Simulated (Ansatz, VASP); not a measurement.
# Si in VASP and in Ansatz

```
Si
1.0
     3.75000    0.00000    0.00000
    -1.87500    3.24760    0.00000
     0.00000    0.00000   28.00000
Si
2
Direct
  0.33333 0.66667 0.50000
  0.66667 0.33333 0.50000
```

Alike in both runs: task single point; functional PBE; k mesh 15 × 15 × 1; occupations gaussian, width 0.1 eV; no spin polarisation.

```csv
,VASP,Ansatz
version,VASP 6.6.1,Ansatz 0.2.0
potentials or method,"VASP PAW PBE potentials, release 64 (Si), cutoff 520 eV","scalar-relativistic, plane waves, PAW"
valence electrons in the cell,8,8
```

```tsv
	VASP	Ansatz	Ansatz less VASP
gap on the k mesh at the Fermi level (eV)	none	none	-
work function, face that differs most (eV)	4.53	4.53	-0.003
```

A gap of «none» marks a metal or a gap that the smearing closes.
